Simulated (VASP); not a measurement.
Input of a VASP 6.6.1 run:

File POSCAR:

```
KCl
1.0
    3.9144934694      0.0000000000      0.0000000000
    0.0000000000      3.9144934694      0.0000000000
    0.0000000000      0.0000000000      3.9144934694
K Cl
1 1
Direct
    0.0000000000      0.0000000000      0.0000000000
    0.5000000000      0.5000000000      0.5000000000
```

The input INCAR.step1:

```
SYSTEM = KCl
  PREC = Accurate
  ENCUT = 520
  EDIFF = 1E-5
  ISMEAR = -1
  SIGMA = 0.05
  LREAL = .FALSE.
  LASPH = .TRUE.
  NELM = 80
  ALGO = Normal
  ISIF = 2
  LWAVE = .TRUE.
  GGA = PE
  NBANDS = 15
```

INCAR.step2

```
SYSTEM = KCl
  PREC = Accurate
  ENCUT = 520
  EDIFF = 1E-6
  ISMEAR = -1
  SIGMA = 0.05
  LREAL = .FALSE.
  LASPH = .TRUE.
  NELM = 80
  ALGO = Normal
  ISIF = 2
  LWAVE = .FALSE.
  LCHARG = .TRUE.
  GGA = PE
  LHFCALC = .TRUE.
  HFSCREEN = 0.2079
  PRECFOCK = Normal
  LELF = .TRUE.
  LVHAR = .TRUE.
  ISTART = 1
  NBANDS = 15
```

The input KPOINTS:

```
Automatic mesh
0
G
  4 4 4
  0 0 0
```

Potentials or basis: VASP PAW PBE potentials, release 64 (K_sv, Cl).

The run is started by

```sh
$ cat potpaw_PBE.64/K_sv/POTCAR potpaw_PBE.64/Cl/POTCAR > POTCAR
$ cp INCAR.step1 INCAR
$ mpirun -np 1 vasp_std > vasp.out
$ cp INCAR.step2 INCAR
$ mpirun -np 1 vasp_std > vasp.out
```

Question: What does it give for the band gap on the k mesh?

Answer: 5.87 eV, indirect (least direct gap 6.07 eV).

Question: What does it give for the pressure?

Answer: -1.3 GPa.

Caveat: the PAW data sets were made with another functional, which shifts forces and pressure a little. A k mesh can miss the band edges.
